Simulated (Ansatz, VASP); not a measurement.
PdC: VASP beside Ansatz

```xyz
4
Lattice="2.3883 -3.7248 0.0000 2.3883 3.7248 0.0000 0.0000 0.0000 2.5920" Properties=species:S:1:pos:R:3 pbc="T T T"
Pd    2.3883   -2.3338    1.9440
Pd    2.3883    2.3338    0.6480
C     2.3883   -0.3127    1.9440
C     2.3883    0.3127    0.6480
```

Alike in both runs: functional PBE; k mesh 6 × 6 × 6; occupations gaussian, width 0.1 eV; no spin polarisation.

Ansatz relaxed the structure, and its values are those at the end. VASP's run is a single point on that final structure, the one shown.

```csv
,VASP,Ansatz
version,VASP 6.6.1,Ansatz 0.2.0
potentials or method,"VASP PAW PBE potentials, release 64 (Pd, C), cutoff 520 eV","scalar-relativistic, plane waves, PAW"
valence electrons in the cell,28,44
```

Ansatz gave:

* gap on the k mesh at the Fermi level (eV): none
* pressure (GPa): 0.0
* rms of the force components (eV/Å): 0.005

Task: Estimate VASP's values.

Result: gap on the k mesh at the Fermi level (eV): none; pressure (GPa): 0.1; rms of the force components (eV/Å): 0.013.

A gap of «none» marks a metal or a gap that the smearing closes. VASP's potentials hold 28 valence electrons a cell and Ansatz's 44, so a difference there can come from the potentials and not from the codes.

The k mesh is coarse, so the values compare programs but aren't converged.
